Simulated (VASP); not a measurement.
Crystal: PtSe2.

```
CELL_PARAMETERS angstrom
3.72865 0.00000 0.00000
-1.86433 3.22911 0.00000
0.00000 0.00000 5.22438
ATOMIC_POSITIONS crystal
Pt 0.00000 0.00000 0.00000
Se 0.33333 0.66667 0.24844
Se 0.66667 0.33333 0.75156
```

This cell differs from its parent crystal: uniaxial z strain -1.0%.

Base run:

| Item | Value |
| --- | --- |
| Program | VASP 6.6.1 |
| Functional | r2SCAN |
| Potentials or basis | VASP PAW PBE potentials, release 64 (Pt, Se) |
| Cutoff | 520 eV |
| k mesh | 12 × 12 × 6 |
| Occupations | fermi-dirac, width 0.02 eV |
| Spin | no spin polarisation |

Its results: band gap on the k mesh zero (bands 11 and 12 overlap by 0.12 eV); pressure 1.7 GPa; largest force 0.018 eV/Å.

Q: The run is repeated on the same cell with these changes: functional from r2SCAN to PBE. What comes out?

A: Band gap on the k mesh zero (bands 11 and 12 overlap by 0.25 eV); pressure 4.1 GPa; largest force 0.181 eV/Å.

Caveats: spin-orbit coupling is left out, which moves the levels of the heavy elements; the PAW data sets were made with another functional, which shifts forces and pressure a little (at least some runs); the cell stands under pressure (at least some runs).
